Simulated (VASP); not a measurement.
# W (Pm-3m) in VASP: notebook

Runs on W. Level: RPBE. Tasks: single point.

Program: VASP 6.6.1. These are calculated values, not measurements. Logs are shortened: lines on timing, memory, paths and dates and some standing lists are left out, and cuts for length are marked.

## Step 1: The cell of the first run

It takes space group Pm-3m (No. 221, cubic). The conventional cell has a = 2.614 Å, b = 2.614 Å, c = 2.614 Å, α = 90.00°, β = 90.00°, γ = 90.00°. W (site symmetry m-3m) has 6 W at 2.61 Å within 3.4 Å.

## Step 2: Single point, RPBE (volume scaled by 0.96)

The input, INCAR:

```
SYSTEM = W
ALGO = Normal
EDIFF = 1E-7
ENCUT = 520
GGA = RP
ISIF = 2
ISMEAR = -1
LASPH = .True.
LCHARG = .False.
LREAL = .False.
LWAVE = .False.
NBANDS = 13
NELM = 60
PREC = Accurate
SIGMA = 0.1
```

The input, KPOINTS:

```
k-points
0
Gamma
  13 13 13
  0 0 0
```

The input, POSCAR:

```
W
1.0
    2.6142641781      0.0000000000      0.0000000000
    0.0000000000      2.6142641781      0.0000000000
    0.0000000000      0.0000000000      2.6142641781
W
1
Direct
    0.0000000000      0.0000000000      0.0000000000
```

Potentials or basis: VASP PAW PBE potentials, release 64 (W_sv).

Command:

```console
$ cat potpaw_PBE.64/W_sv/POTCAR > POTCAR
$ mpirun -np 1 vasp_std > vasp.out
```

OUTCAR:

```text
SYSTEM = W
   EDIFF = 1E-7
   ENCUT = 520
   GGA = RP
   ISIF = 2
   ISMEAR = -1
   LASPH = .True.
   LREAL = .False.
   NELM = 60
   PREC = Accurate

 ion  position               nearest neighbor table
   1  0.000  0.000  0.000-

  LATTYP: Found a simple cubic cell.
 ALAT       =     2.6142641781

  Lattice vectors:

 A1 = (   2.6142641781,   0.0000000000,   0.0000000000)
 A2 = (   0.0000000000,   2.6142641781,   0.0000000000)
 A3 = (   0.0000000000,   0.0000000000,   2.6142641781)

Analysis of symmetry for initial positions (statically):
=====================================================================
 Subroutine PRICEL returns:
 Original cell was already a primitive cell.

 Routine SETGRP: Setting up the symmetry group for a
 simple cubic supercell.

 Subroutine GETGRP returns: Found 48 space group operations
 (whereof 48 operations were pure point group operations)
 out of a pool of 48 trial point group operations.

The static configuration has the point symmetry O_h .

Analysis of symmetry for dynamics (positions and initial velocities):
=====================================================================
 Subroutine PRICEL returns:
 Original cell was already a primitive cell.

 Routine SETGRP: Setting up the symmetry group for a
 simple cubic supercell.

 Subroutine GETGRP returns: Found 48 space group operations
 (whereof 48 operations were pure point group operations)
 out of a pool of 48 trial point group operations.

The dynamic configuration has the point symmetry O_h .

 Subroutine INISYM returns: Found 48 space group operations
 (whereof 48 operations are pure point group operations),
 and found     1 'primitive' translations

----------------------------------------------------------------------------------------

                                     Primitive cell

  volume of cell :      17.8669

  direct lattice vectors                    reciprocal lattice vectors
     2.614264178  0.000000000  0.000000000     0.382516812  0.000000000  0.000000000
     0.000000000  2.614264178  0.000000000     0.000000000  0.382516812  0.000000000
     0.000000000  0.000000000  2.614264178     0.000000000  0.000000000  0.382516812

  length of vectors
     2.614264178  2.614264178  2.614264178     0.382516812  0.382516812  0.382516812

  position of ions in fractional coordinates (direct lattice)
     0.000000000  0.000000000  0.000000000

  ion indices of the primitive-cell ions
   primitive index   ion index
                 1           1

----------------------------------------------------------------------------------------

 KPOINTS: k-points

Automatic generation of k-mesh.
 Grid dimensions read from file:
 generate k-points for:   13   13   13

 Generating k-lattice:

  Cartesian coordinates                     Fractional coordinates (reciprocal lattice)
     0.029424370  0.000000000  0.000000000     0.076923077  0.000000000  0.000000000
     0.000000000  0.029424370  0.000000000     0.000000000  0.076923077  0.000000000
     0.000000000  0.000000000  0.029424370     0.000000000  0.000000000  0.076923077

  Length of vectors
     0.029424370  0.029424370  0.029424370

  Shift w.r.t. Gamma in fractional coordinates (k-lattice)
     0.000000000  0.000000000  0.000000000

 Subroutine IBZKPT returns following result:
 ===========================================

 Found     84 irreducible k-points:

 Following reciprocal coordinates:
            Coordinates               Weight
  0.000000  0.000000  0.000000      1.000000
  0.076923  0.000000  0.000000      6.000000
  0.153846  0.000000  0.000000      6.000000
  0.230769  0.000000  0.000000      6.000000
  0.307692  0.000000  0.000000      6.000000
  0.384615  0.000000  0.000000      6.000000
[... 16 lines left out ...]
  0.307692  0.307692  0.000000     12.000000
  0.384615  0.307692  0.000000     24.000000
 [... further k-points ...]
   k-points           NKPTS =     84   k-points in BZ     NKDIM =     84   number of bands    NBANDS=     13
   number of dos      NEDOS =    301   number of ions     NIONS =      1
   total plane-waves  NPLWV =   8000
   dimension x,y,z NGX =    20 NGY =   20 NGZ =   20
   dimension x,y,z NGXF=    40 NGYF=   40 NGZF=   40
   ions per type =               1
   NGX,Y,Z   is equivalent  to a cutoff of  12.72, 12.72, 12.72 a.u.
   NGXF,Y,Z  is equivalent  to a cutoff of  25.44, 25.44, 25.44 a.u.
 SYSTEM =  W
   PREC   = accura    normal or accurate (medium, high low for compatibility)
   ISTART =      0    job   : 0-new  1-cont  2-samecut
   ICHARG =      2    charge: 1-file 2-atom 10-const
   ISPIN  =      1    spin polarized calculation?
   LNONCOLLINEAR =      F non collinear calculations
   LSORBIT =      F    spin-orbit coupling
   LASPH  =      T    aspherical Exc in radial PAW
   ENCUT  =  520.0 eV  38.22 Ry    6.18 a.u.   4.86  4.86  4.86*2*pi/ulx,y,z
   NELM   =     60;   NELMIN=  2; NELMDL= -5     # of ELM steps
   EDIFF  = 0.1E-06   stopping-criterion for ELM
   LREAL  =      F    real-space projection
   EDIFFG = 0.1E-05   stopping-criterion for IOM
   NSW    =      0    number of steps for IOM
   IBRION =     -1    ionic relax: 0-MD 1-quasi-New 2-CG
   NFREE  =      0    steps in history (QN), initial steepest desc. (CG)
   ISIF   =      2    stress and relaxation
   ISYM   =      2    0-nonsym 1-usesym 2-fastsym
   POTIM  = 0.5000    time-step for ionic-motion
   TEBEG  =    0.0;   TEEND  =   0.0 temperature during run
   PSTRESS=    0.0 pullay stress
   NELECT =      14.0000    total number of electrons
   NUPDOWN=      -1.0000    fix difference up-down
   EMIN   =  10.00;   EMAX   =-10.00  energy-range for DOS
   EFERMI =   0.00;   METHOD = LEGACY
   ISMEAR =    -1;   SIGMA  =   0.10  broadening in eV -4-tet -1-fermi 0-gaus
   EFERMI_NEDOS =   21; number of points for ismear=-14 and -15
   IALGO  =     38    algorithm
   IMIX   =      4    mixing-type and parameters
     AMIX     =   0.40;   BMIX     =  1.00
     AMIX_MAG =   1.60;   BMIX_MAG =  1.00
  volume/ion in A,a.u.               =      17.87       120.57
  Fermi-wavevector in a.u.,A,eV,Ry     =   1.509274  2.852114 30.992812  2.277907
  Thomas-Fermi vector in A             =   2.619618
   LORBIT       =      0    0 simple, 1 ext, 2 COOP (PROOUT), +10 PAW based schemes
   GGA     = RP    functional components
   LHFCALC =     F    Hartree Fock is set to
   AEXX    =    0.0000 exact exchange contribution
   IVDW    =     0    specifies the selected vdW correction
   LEPSILON=     F    determine dielectric tensor
   LRPA    =     F    only Hartree local field effects (RPA)
 non-spin polarized calculation
  energy-cutoff  :      520.00
  volume of cell :       17.87
 maximum number of plane-waves:       494
 NGX is ok and might be reduce to    20
   NGX =  9   NGY =  9   NGZ =  9

 number of electron      14.0000004 magnetization

 Free energy of the ion-electron system (eV)
  ---------------------------------------------------
  ext. energy  EPLUGINS =         0.00000000
  ---------------------------------------------------
  free energy    TOTEN  =       -10.96538375 eV

  energy without entropy =      -10.94108064  energy(sigma->0) =      -10.95323219

 E-fermi :   9.8265     XC(G=0): -12.7715

 val. band max:        9.7231673555   @ k =   0.4615   0.3846   0.1538
 cond. band min:       9.8741806463   @ k =   0.3846   0.3077   0.1538
 fundamental gap:      0.1510132908
 Fermi energy:         9.8265346874

 k-point     1 :       0.0000    0.0000    0.0000
  band No.  band energies     occupation
      1     -64.3392      2.00000
      2     -27.9156      2.00000
      3     -27.9156      2.00000
      4     -27.9156      2.00000
      5       1.0767      2.00000
      6       5.3066      2.00000
      7       5.3066      2.00000
      8      14.6436      0.00000
      9      14.6436      0.00000
     10      14.6436      0.00000
     11      24.6339      0.00000
     12      24.6339      0.00000
     13      24.6339      0.00000

 k-point     2 :       0.0769    0.0000    0.0000
  band No.  band energies     occupation
      1     -64.3332      2.00000
      2     -28.0000      2.00000
      3     -27.9085      2.00000
      4     -27.9085      2.00000
      5       1.2730      2.00000
      6       5.3575      2.00000
      7       5.5170      2.00000
      8      14.3110      0.00000
      9      14.3110      0.00000
     10      14.6665      0.00000
     11      23.6155      0.00000
     12      25.0684      0.00000
     13      25.0684      0.00000

 k-point     3 :       0.1538    0.0000    0.0000
  band No.  band energies     occupation
      1     -64.3164      2.00000
      2     -28.2296      2.00000
      3     -27.8890      2.00000
      4     -27.8890      2.00000
      5       1.8064      2.00000
      6       5.5022      2.00000
      7       6.1366      2.00000
      8      13.5059      0.00000
      9      13.5059      0.00000
     10      14.7306      0.00000
     11      21.7300      0.00000
     12      26.1561      0.00000
     13      26.1561      0.00000
[... 305 lines left out ...]
 k-point    23 :       0.3077    0.3077    0.0000
  band No.  band energies     occupation
      1     -64.1969      2.00000
      2     -28.7651      2.00000
      3     -28.7335      2.00000
      4     -27.7510      2.00000
      5       5.0063      2.00000
      6       6.4370      2.00000
      7      10.1346      0.08781
      8      10.7745      0.00015
      9      12.0337      0.00000
     10      12.3860      0.00000
     11      20.4385      0.00000
     12      22.7993      0.00000
     13      27.5464      0.00000

 k-point    24 :       0.3846    0.3077    0.0000
  band No.  band energies     occupation
      1     -64.1763      2.00000
      2     -28.9988      2.00000
      3     -28.7155      2.00000
      4     -27.7272      2.00000
      5       5.1697      2.00000
      6       6.2529      2.00000
      7      10.4703      0.00320
      8      11.5918      0.00000
      9      12.2410      0.00000
     10      12.3793      0.00000
     11      19.5397      0.00000
     12      23.4688      0.00000
     13      27.0083      0.00000

 [... further k-points ...]

------------------------ aborting loop because EDIFF is reached ----------------------------------------

  FORCE on cell =-STRESS in cart. coord.  units (eV):
  Direction    XX          YY          ZZ          XY          YZ          ZX
  --------------------------------------------------------------------------------------
  -------------------------------------------------------------------------------------
  Total        1.0179161      1.0179161      1.0179161      0.0000000      0.0000000      0.0000000
  in kB       91.2796930     91.2796930     91.2796930      0.0000000      0.0000000      0.0000000
  external PRESSURE =      91.2796930 kB  Pullay stress =       0.0000000 kB

 VOLUME and BASIS-vectors are now :
 -----------------------------------------------------------------------------
  energy-cutoff  :      520.00
  volume of cell :       17.87
      direct lattice vectors                 reciprocal lattice vectors
     2.614264178  0.000000000  0.000000000     0.382516812  0.000000000  0.000000000
     0.000000000  2.614264178  0.000000000     0.000000000  0.382516812  0.000000000
     0.000000000  0.000000000  2.614264178     0.000000000  0.000000000  0.382516812

 POSITION                                       TOTAL-FORCE (eV/Angst)
 -----------------------------------------------------------------------------------
      0.00000      0.00000      0.00000         0.000000      0.000000      0.000000
 -----------------------------------------------------------------------------------
    total drift:                                0.000000      0.000000      0.000000

  FREE ENERGIE OF THE ION-ELECTRON SYSTEM (eV)
  ---------------------------------------------------
  free  energy   TOTEN  =       -10.9653837521 eV

  energy  without entropy=      -10.9410806362  energy(sigma->0) =      -10.95323219
```

It took 7 s on 1 thread of Intel Xeon 6975P-C, shared host; peak memory 0.14 GiB.

What came out:

| Quantity | Value |
| --- | --- |
| Free energy | -10.9654 eV |
| Pressure | 9.1 GPa |
| Band gap on the k mesh | zero (band 7 reaches 11.69 eV, above the bottom of band 8 at 9.02 eV) |

Caveat: the PAW data sets were made with another functional, which shifts forces and pressure a little; spin-orbit coupling is left out, which moves the levels of the heavy elements.

(Part 1 of 3 ends here.)
